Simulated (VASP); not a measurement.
Write the native input for VASP 6.6.1 that does the following.

```yaml
Task: single point
Functional: PBE
Potentials_or_basis: VASP PAW PBE potentials, release 64 (Cu, K_sv, Se)
Cutoff: 520 eV
k_mesh: 6 × 6 × 6
Occupations: fermi-dirac, width 0.1 eV
Spin: no spin polarisation
Dipole_correction: no
Further_INCAR_settings: ALGO = Normal; EDIFF = 1e-07; NBANDS = 43
```

The structure of KCu3Se4 lies in POSCAR:

```
KCu3Se4
1.0
    0.0000000000      5.5906528317      0.0000000000
    5.5906528317      0.0000000000      0.0000000000
    2.7953264159      2.7953264159     -6.4324194597
Cu K Se
3 1 4
Direct
    0.5000000000      0.5000000000      0.0000000000
    0.7500000000      0.2500000000      0.5000000000
    0.2500000000      0.7500000000      0.5000000000
    0.0000000000      0.0000000000      0.0000000000
    0.5106083474      0.5106083474      0.3127465843
    0.4893916526      0.8233549318      0.6872534157
    0.1766450682      0.1766450682      0.3127465843
    0.8233549318      0.4893916526      0.6872534157
```

One way to write it, as run:

INCAR

```
SYSTEM = KCu3Se4
  PREC = Accurate
  ENCUT = 520
  EDIFF = 1E-7
  ISMEAR = -1
  SIGMA = 0.1
  LREAL = .False.
  LASPH = .True.
  NELM = 60
  ALGO = Normal
  ISIF = 2
  LWAVE = .False.
  LCHARG = .True.
  GGA = PE
  LELF = .True.
  LVHAR = .True.
  NBANDS = 43
```

KPOINTS

```
Automatic mesh
0
Gamma
  6 6 6
  0 0 0
```

Potentials or basis: VASP PAW PBE potentials, release 64 (Cu, K_sv, Se).

Launch:

```sh
$ cat potpaw_PBE.64/Cu/POTCAR potpaw_PBE.64/K_sv/POTCAR potpaw_PBE.64/Se/POTCAR > POTCAR
$ mpirun -np 1 vasp_std > vasp.out
```

It gave:

- Pressure: 0.2 GPa
- Largest force: 0.022 eV/Å
- Band gap on the k mesh: 0.11 eV (least direct gap 0.35 eV)

Wall time 6.9 min on 1 thread of Intel(R) Xeon(R) Platinum 8259CL CPU @ 2.50GHz (Skylake/Cascade Lake), on a shared host, peak memory 0.44 GiB.
